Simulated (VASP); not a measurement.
# In (R-3m) in VASP: a series of runs

Runs on In. Level: PBE. Tasks: electric field gradients.

Program: VASP 6.6.1. These are calculated values, not measurements. Logs are shortened: lines on timing, memory, paths and dates and some standing lists are left out, and cuts for length are marked.

### Step 1. The cell of the first run

Symmetry: R-3m, No. 166, trigonal system. The conventional cell has a = 3.328 Å, b = 3.328 Å, c = 24.540 Å, α = 90.00°, β = 90.00°, γ = 120.00°. Within 4.4 Å of In (site symmetry -3m) lie 12 In at 3.33 to 3.34 Å. In (site symmetry 3m) has 12 In at 3.33 to 3.34 Å within 4.4 Å.

### Step 2. Electric field gradients, PBE (26.16 Å³/atom)

INCAR

```
SYSTEM = In
PREC = Accurate ; ENCUT = 520
EDIFF = 1E-8 ; ISMEAR = -1
SIGMA = 0.05 ; LREAL = .FALSE.
LASPH = .TRUE. ; NELM = 60
ALGO = Normal ; ISIF = 2
LWAVE = .FALSE. ; LCHARG = .FALSE.
GGA = PE ; LEFG = .TRUE.
NBANDS = 26
```

KPOINTS

```
regular mesh
0
G
  14 14 14
  0 0 0
```

POSCAR

```
In
1.0
    1.6640527053      0.9607412773      8.1800133351
   -1.6640527053      0.9607412773      8.1800133351
    0.0000000000     -1.9214825547      8.1800133351
In
3
Direct
    0.0000000000      0.0000000000      0.0000000000
    0.7780122400      0.7780122400      0.7780122400
    0.2219877600      0.2219877600      0.2219877600
```

Potentials or basis: VASP PAW PBE potentials, release 64 (In_d).

Run with:

```sh
cat potpaw_PBE.64/In_d/POTCAR > POTCAR
mpirun -np 1 vasp_std > vasp.out
```

OUTCAR:

```text
SYSTEM = In
   PREC = Accurate
   ENCUT = 520
   EDIFF = 1E-8
   ISMEAR = -1
   LREAL = .FALSE.
   LASPH = .TRUE.
   NELM = 60
   ISIF = 2
   GGA = PE

 ion  position               nearest neighbor table
   1  0.000  0.000  0.000-   2 3.34   3 3.34   2 3.34   2 3.34   3 3.34   3 3.34
   2  0.778  0.778  0.778-   3 3.33   3 3.33   3 3.33   1 3.34   1 3.34   1 3.34
   3  0.222  0.222  0.222-   2 3.33   2 3.33   2 3.33   1 3.34   1 3.34   1 3.34

  LATTYP: Found a trigonal (rhomboedric) cell.
 ALAT       =     8.4026610886
 COS(alpha) =     0.9215612875

  Lattice vectors:

 A1 = (   1.6640527053,   0.9607412773,   8.1800133351)
 A2 = (  -1.6640527053,   0.9607412773,   8.1800133351)
 A3 = (   0.0000000000,  -1.9214825547,   8.1800133351)

Analysis of symmetry for initial positions (statically):
=====================================================================
 Subroutine PRICEL returns:
 Original cell was already a primitive cell.

 Routine SETGRP: Setting up the symmetry group for a
 trigonal (rhombohedral) supercell.

 Subroutine GETGRP returns: Found 12 space group operations
 (whereof 12 operations were pure point group operations)
 out of a pool of 12 trial point group operations.

The static configuration has the point symmetry D_3d.

Analysis of symmetry for dynamics (positions and initial velocities):
=====================================================================
 Subroutine PRICEL returns:
 Original cell was already a primitive cell.

 Routine SETGRP: Setting up the symmetry group for a
 trigonal (rhombohedral) supercell.

 Subroutine GETGRP returns: Found 12 space group operations
 (whereof 12 operations were pure point group operations)
 out of a pool of 12 trial point group operations.

The dynamic configuration has the point symmetry D_3d.

 Subroutine INISYM returns: Found 12 space group operations
 (whereof 12 operations are pure point group operations),
 and found     1 'primitive' translations

----------------------------------------------------------------------------------------

                                     Primitive cell

  volume of cell :      78.4655

  direct lattice vectors                    reciprocal lattice vectors
     1.664052705  0.960741277  8.180013335     0.300471252  0.173477158  0.040749730
    -1.664052705  0.960741277  8.180013335    -0.300471252  0.173477158  0.040749730
     0.000000000 -1.921482555  8.180013335     0.000000000 -0.346954317  0.040749730

  length of vectors
     8.402661089  8.402661089  8.402661089     0.349339145  0.349339145  0.349339145

  position of ions in fractional coordinates (direct lattice)
     0.000000000  0.000000000  0.000000000
     0.778012240  0.778012240  0.778012240
     0.221987760  0.221987760  0.221987760

  ion indices of the primitive-cell ions
   primitive index   ion index
                 1           1
                 2           2
                 3           3

----------------------------------------------------------------------------------------

 KPOINTS: regular mesh

Automatic generation of k-mesh.
 Grid dimensions read from file:
 generate k-points for:   14   14   14

 Generating k-lattice:

  Cartesian coordinates                     Fractional coordinates (reciprocal lattice)
     0.021462232  0.012391226  0.002910695     0.071428571  0.000000000 -0.000000000
    -0.021462232  0.012391226  0.002910695     0.000000000  0.071428571 -0.000000000
     0.000000000 -0.024782451  0.002910695     0.000000000  0.000000000  0.071428571

  Length of vectors
     0.024952796  0.024952796  0.024952796

  Shift w.r.t. Gamma in fractional coordinates (k-lattice)
     0.000000000  0.000000000  0.000000000

 Subroutine IBZKPT returns following result:
 ===========================================

 Found    288 irreducible k-points:

 Following reciprocal coordinates:
            Coordinates               Weight
  0.000000  0.000000  0.000000      1.000000
  0.071429 -0.000000 -0.000000      6.000000
  0.142857 -0.000000  0.000000      6.000000
  0.214286  0.000000  0.000000      6.000000
  0.285714  0.000000 -0.000000      6.000000
  0.357143  0.000000 -0.000000      6.000000
[... 16 lines left out ...]
  0.214286  0.142857  0.000000     12.000000
  0.285714  0.142857 -0.000000     12.000000
 [... further k-points ...]
   k-points           NKPTS =    288   k-points in BZ     NKDIM =    288   number of bands    NBANDS=     26
   number of dos      NEDOS =    301   number of ions     NIONS =      3
   total plane-waves  NPLWV = 262144
   dimension x,y,z NGX =    64 NGY =   64 NGZ =   64
   dimension x,y,z NGXF=   128 NGYF=  128 NGZF=  128
   ions per type =               3
   NGX,Y,Z   is equivalent  to a cutoff of  12.66, 12.66, 12.66 a.u.
   NGXF,Y,Z  is equivalent  to a cutoff of  25.32, 25.32, 25.32 a.u.
 SYSTEM =  In
   PREC   = accura    normal or accurate (medium, high low for compatibility)
   ISTART =      0    job   : 0-new  1-cont  2-samecut
   ICHARG =      2    charge: 1-file 2-atom 10-const
   ISPIN  =      1    spin polarized calculation?
   LNONCOLLINEAR =      F non collinear calculations
   LSORBIT =      F    spin-orbit coupling
   LASPH  =      T    aspherical Exc in radial PAW
   ENCUT  =  520.0 eV  38.22 Ry    6.18 a.u.  15.62 15.62 15.62*2*pi/ulx,y,z
   NELM   =     60;   NELMIN=  2; NELMDL= -5     # of ELM steps
   EDIFF  = 0.1E-07   stopping-criterion for ELM
   LREAL  =      F    real-space projection
   EDIFFG = 0.1E-06   stopping-criterion for IOM
   NSW    =      0    number of steps for IOM
   IBRION =     -1    ionic relax: 0-MD 1-quasi-New 2-CG
   NFREE  =      0    steps in history (QN), initial steepest desc. (CG)
   ISIF   =      2    stress and relaxation
   ISYM   =      2    0-nonsym 1-usesym 2-fastsym
   POTIM  = 0.5000    time-step for ionic-motion
   TEBEG  =    0.0;   TEEND  =   0.0 temperature during run
   PSTRESS=    0.0 pullay stress
   NELECT =      39.0000    total number of electrons
   NUPDOWN=      -1.0000    fix difference up-down
   EMIN   =  10.00;   EMAX   =-10.00  energy-range for DOS
   EFERMI =   0.00;   METHOD = LEGACY
   ISMEAR =    -1;   SIGMA  =   0.05  broadening in eV -4-tet -1-fermi 0-gaus
   EFERMI_NEDOS =   21; number of points for ismear=-14 and -15
   IALGO  =     38    algorithm
   IMIX   =      4    mixing-type and parameters
     AMIX     =   0.40;   BMIX     =  1.00
     AMIX_MAG =   1.60;   BMIX_MAG =  1.00
  volume/ion in A,a.u.               =      26.16       176.50
  Fermi-wavevector in a.u.,A,eV,Ry     =   1.296791  2.450580 22.880479  1.681668
  Thomas-Fermi vector in A             =   2.428225
   LORBIT       =      0    0 simple, 1 ext, 2 COOP (PROOUT), +10 PAW based schemes
   GGA     = PE    functional components
   LHFCALC =     F    Hartree Fock is set to
   AEXX    =    0.0000 exact exchange contribution
   IVDW    =     0    specifies the selected vdW correction
   LEPSILON=     F    determine dielectric tensor
   LRPA    =     F    only Hartree local field effects (RPA)
 non-spin polarized calculation
  energy-cutoff  :      520.00
  volume of cell :       78.47
 maximum number of plane-waves:      2148
   NGX = 31   NGY = 31   NGZ = 31

 number of electron      38.9999998 magnetization

 Free energy of the ion-electron system (eV)
  ---------------------------------------------------
  ext. energy  EPLUGINS =         0.00000000
  ---------------------------------------------------
  free energy    TOTEN  =        -7.64214664 eV

  energy without entropy =       -7.62934467  energy(sigma->0) =       -7.63574566

 E-fermi :   7.5564     XC(G=0): -10.2551

 val. band max:        7.5477851012   @ k =  -0.4286   0.2143   0.2143
 cond. band min:       7.5584624003   @ k =   0.2857   0.0714   0.0714
 fundamental gap:      0.0106772991
 Fermi energy:         7.5564235438

 k-point     1 :       0.0000    0.0000    0.0000
  band No.  band energies     occupation
      1      -7.1536      2.00000
      2      -7.1519      2.00000
      3      -7.1105      2.00000
      4      -7.1025      2.00000
      5      -7.1025      2.00000
      6      -7.0812      2.00000
[... 18 lines left out ...]
     25      17.8740      0.00000
     26      17.8879      0.00000
[... 644 lines left out ...]
      4      -7.0976      2.00000
      5      -7.0619      2.00000
      6      -7.0490      2.00000
[... 18 lines left out ...]
     25      13.9756      0.00000
     26      15.2983      0.00000

 [... further k-points ...]

------------------------ aborting loop because EDIFF is reached ----------------------------------------

  FORCE on cell =-STRESS in cart. coord.  units (eV):
  Direction    XX          YY          ZZ          XY          YZ          ZX
  --------------------------------------------------------------------------------------
  -------------------------------------------------------------------------------------
  Total        0.9952429      0.9952429      1.1213790      0.0000000     -0.0000000     -0.0000000
  in kB       20.3217391     20.3217391     22.8972958      0.0000000     -0.0000000     -0.0000000
  external PRESSURE =      21.1802580 kB  Pullay stress =       0.0000000 kB

 VOLUME and BASIS-vectors are now :
 -----------------------------------------------------------------------------
  energy-cutoff  :      520.00
  volume of cell :       78.47
      direct lattice vectors                 reciprocal lattice vectors
     1.664052705  0.960741277  8.180013335     0.300471252  0.173477158  0.040749730
    -1.664052705  0.960741277  8.180013335    -0.300471252  0.173477158  0.040749730
     0.000000000 -1.921482555  8.180013335     0.000000000 -0.346954317  0.040749730

 POSITION                                       TOTAL-FORCE (eV/Angst)
 -----------------------------------------------------------------------------------
      0.00000      0.00000      0.00000         0.000000      0.000000      0.000000
      0.00000     -0.00000     19.09245         0.000000      0.000000     -0.020939
      0.00000     -0.00000      5.44759         0.000000     -0.000000      0.020939
 -----------------------------------------------------------------------------------
    total drift:                                0.000000      0.000000     -0.000000

  FREE ENERGIE OF THE ION-ELECTRON SYSTEM (eV)
  ---------------------------------------------------
  free  energy   TOTEN  =        -7.6421466395 eV

  energy  without entropy=       -7.6293446716  energy(sigma->0) =       -7.63574566

 Electric field gradients (V/A^2)
---------------------------------------------------------------------
 ion       V_xx      V_yy      V_zz      V_xy      V_xz      V_yz
---------------------------------------------------------------------
   1      -1.247    -1.247     2.494     0.000     0.000     0.000
   2       2.273     2.273    -4.546    -0.000    -0.000     0.000
   3       2.273     2.273    -4.546    -0.000    -0.000     0.000
---------------------------------------------------------------------

 Electric field gradients after diagonalization (V/A^2)
 (convention: |V_zz| > |V_xx| > |V_yy|)
----------------------------------------------------------------------
 ion       V_xx      V_yy      V_zz     asymmetry (V_yy - V_xx)/ V_zz
----------------------------------------------------------------------
   1      -1.247    -1.247     2.494       0.000
   2       2.273     2.273    -4.546       0.000
   3       2.273     2.273    -4.546       0.000
----------------------------------------------------------------------

           NMR quadrupolar parameters

 Cq : quadrupolar parameter    Cq=e*Q*V_zz/h
 eta: asymmetry parameters     (V_yy - V_xx)/ V_zz
 Q  : nuclear electric quadrupole moment in mb (millibarn)
----------------------------------------------------------------------
 ion       Cq(MHz)       eta       Q (mb)
----------------------------------------------------------------------
   1       0.006       0.000       1.000
   2      -0.011       0.000       1.000
   3      -0.011       0.000       1.000
----------------------------------------------------------------------
```

Wall time 1.5 h (1 thread of Intel Xeon 8259CL, shared host); peak memory 0.81 GiB.

Results:

```yaml
Free_energy: -7.6421 eV
Pressure: 2.1 GPa
Largest_force: 0.021 eV/Å
Band_gap_on_the_k_mesh: zero (an odd number of electrons rules out a gap without spin polarisation)
Largest_electric_field_gradient_by_atom: In +2.5, -4.5 (each value once) V/Å²
```

Forces in eV/Å, atoms in the order of the input:
```
In   0.000  0.000  0.000
In   0.000  0.000 -0.021
In   0.000  0.000  0.021
```

Levels at points of the mesh, in eV from the Fermi level:
```csv
k point,band 17,band 18,band 19,band 20,band 21,band 22
"(0.00, 0.00, 0.00)",-7.11,-7.09,0.47,0.49,8.80,8.80
"(0.50, 0.00, 0.00)",-4.22,-3.02,-2.79,-1.18,-1.07,3.29
"(0.50, 0.50, 0.00)",-4.28,-3.51,-3.10,-0.43,-0.30,1.89
"(0.50, 0.50, 0.50)",-8.96,-4.39,-3.42,5.80,5.84,8.38
```

Electric field gradients, principal values (V/Å²):
```csv
atom,least,middle,greatest (by size)
1 In,-1.247,-1.247,2.494
2 In,2.273,2.273,-4.546
3 In,2.273,2.273,-4.546
```

Caveat: without QUAD_EFG the Cq values of the log hold for a quadrupole moment of 1 mb, not for the nuclei; spin-orbit coupling is left out, which moves the levels of the heavy elements.

### Step 3. Electric field gradients, PBE (25.89 Å³/atom)

This run uses another cell than the first one, of 25.89 Å³/atom.

INCAR

```
  ALGO = Normal
  EDIFF = 1E-8
  ENCUT = 520
  GGA = PE
  ISIF = 2
  ISMEAR = -1
  LASPH = True
  LCHARG = False
  LEFG = True
  LREAL = False
  LWAVE = False
  NBANDS = 26
  NELM = 100
  PREC = Accurate
  SIGMA = 0.05
```

KPOINTS

```
k-points
0
Gamma
  14 14 14
```

POSCAR

```
In
1.0
    1.6584308627      0.9574955050      8.1523779443
   -1.6584308627      0.9574955050      8.1523779443
    0.0000000000     -1.9149910101      8.1523779443
In
3
Direct
    0.0000000000      0.0000000000      0.0000000000
    0.7780122400      0.7780122400      0.7780122400
    0.2219877600      0.2219877600      0.2219877600
```

Potentials or basis: VASP PAW PBE potentials, release 64 (In_d).

Run with:

```sh
cat potpaw_PBE.64/In_d/POTCAR > POTCAR
mpirun -np 1 vasp_std > vasp.out
```

OUTCAR:

```text
EDIFF = 1E-8
   ENCUT = 520
   GGA = PE
   ISIF = 2
   ISMEAR = -1
   LASPH = True
   LREAL = False
   NELM = 100
   PREC = Accurate

 ion  position               nearest neighbor table
   1  0.000  0.000  0.000-   2 3.33   2 3.33   3 3.33   3 3.33   2 3.33   3 3.33
   2  0.778  0.778  0.778-   3 3.32   3 3.32   3 3.32   1 3.33   1 3.33   1 3.33
   3  0.222  0.222  0.222-   2 3.32   2 3.32   2 3.32   1 3.33   1 3.33   1 3.33

  LATTYP: Found a trigonal (rhomboedric) cell.
 ALAT       =     8.3742735037
 COS(alpha) =     0.9215612875

  Lattice vectors:

 A1 = (   1.6584308627,   0.9574955050,   8.1523779443)
 A2 = (  -1.6584308627,   0.9574955050,   8.1523779443)
 A3 = (   0.0000000000,  -1.9149910101,   8.1523779443)

Analysis of symmetry for initial positions (statically):
=====================================================================
 Subroutine PRICEL returns:
 Original cell was already a primitive cell.

 Routine SETGRP: Setting up the symmetry group for a
 trigonal (rhombohedral) supercell.

 Subroutine GETGRP returns: Found 12 space group operations
 (whereof 12 operations were pure point group operations)
 out of a pool of 12 trial point group operations.

The static configuration has the point symmetry D_3d.

Analysis of symmetry for dynamics (positions and initial velocities):
=====================================================================
 Subroutine PRICEL returns:
 Original cell was already a primitive cell.

 Routine SETGRP: Setting up the symmetry group for a
 trigonal (rhombohedral) supercell.

[... 167 lines left out ...]
      5      -6.9974      2.00000
      6      -6.9755      2.00000
[... 685 lines left out ...]
     25      14.1441      0.00000
     26      15.4849      0.00000

 [... further k-points ...]

------------------------ aborting loop because EDIFF is reached ----------------------------------------

  FORCE on cell =-STRESS in cart. coord.  units (eV):
  Direction    XX          YY          ZZ          XY          YZ          ZX
  --------------------------------------------------------------------------------------
  -------------------------------------------------------------------------------------
  Total        1.2119182      1.2119182      1.3423625      0.0000000     -0.0000000      0.0000000
  in kB       24.9985147     24.9985147     27.6892208      0.0000000     -0.0000000      0.0000000
  external PRESSURE =      25.8954168 kB  Pullay stress =       0.0000000 kB

 VOLUME and BASIS-vectors are now :
 -----------------------------------------------------------------------------
  energy-cutoff  :      520.00
  volume of cell :       77.67
      direct lattice vectors                 reciprocal lattice vectors
     1.658430863  0.957495505  8.152377944     0.301489807  0.174065221  0.040887866
    -1.658430863  0.957495505  8.152377944    -0.301489807  0.174065221  0.040887866
     0.000000000 -1.914991010  8.152377944     0.000000000 -0.348130442  0.040887866

 POSITION                                       TOTAL-FORCE (eV/Angst)
 -----------------------------------------------------------------------------------
      0.00000      0.00000      0.00000         0.000000     -0.000000      0.000000
      0.00000     -0.00000     19.02795         0.000000      0.000000     -0.024396
      0.00000     -0.00000      5.42918         0.000000     -0.000000      0.024396
 -----------------------------------------------------------------------------------
    total drift:                                0.000000      0.000000     -0.000000

  FREE ENERGIE OF THE ION-ELECTRON SYSTEM (eV)
  ---------------------------------------------------
  free  energy   TOTEN  =        -7.6301794388 eV

  energy  without entropy=       -7.6174456797  energy(sigma->0) =       -7.62381256

 Electric field gradients (V/A^2)
---------------------------------------------------------------------
 ion       V_xx      V_yy      V_zz      V_xy      V_xz      V_yz
---------------------------------------------------------------------
   1      -1.240    -1.240     2.479     0.000    -0.000     0.000
   2       2.289     2.289    -4.577     0.000     0.000     0.000
   3       2.289     2.289    -4.577     0.000    -0.000     0.000
---------------------------------------------------------------------

 Electric field gradients after diagonalization (V/A^2)
 (convention: |V_zz| > |V_xx| > |V_yy|)
----------------------------------------------------------------------
 ion       V_xx      V_yy      V_zz     asymmetry (V_yy - V_xx)/ V_zz
----------------------------------------------------------------------
   1      -1.240    -1.240     2.479       0.000
   2       2.289     2.289    -4.577       0.000
   3       2.289     2.289    -4.577       0.000
----------------------------------------------------------------------

           NMR quadrupolar parameters

 Cq : quadrupolar parameter    Cq=e*Q*V_zz/h
 eta: asymmetry parameters     (V_yy - V_xx)/ V_zz
 Q  : nuclear electric quadrupole moment in mb (millibarn)
----------------------------------------------------------------------
 ion       Cq(MHz)       eta       Q (mb)
----------------------------------------------------------------------
   1       0.006       0.000       1.000
   2      -0.011       0.000       1.000
   3      -0.011       0.000       1.000
----------------------------------------------------------------------
```

Wall time 1.6 h (1 thread of Intel Xeon 8259CL, shared host); peak memory 0.81 GiB.

Results:

```
Free energy                             : -7.6302 eV
Pressure                                : 2.6 GPa
Largest force                           : 0.024 eV/Å
Band gap on the k mesh                  : zero (an odd number of electrons rules out a gap without spin polarisation)
Largest electric field gradient by atom : In +2.5, -4.6 (each value once) V/Å²
```

Forces in eV/Å, atoms in the order of the input:
```
In   0.000  0.000  0.000
In   0.000  0.000 -0.024
In   0.000  0.000  0.024
```

Electric field gradients, principal values (V/Å²):
| atom | least | middle | greatest (by size) |
| --- | --- | --- | --- |
| 1 In | -1.240 | -1.240 | 2.479 |
| 2 In | 2.289 | 2.289 | -4.577 |
| 3 In | 2.289 | 2.289 | -4.577 |

Caveat: without QUAD_EFG the Cq values of the log hold for a quadrupole moment of 1 mb, not for the nuclei; spin-orbit coupling is left out, which moves the levels of the heavy elements.

(Part 1 of 2 ends here.)
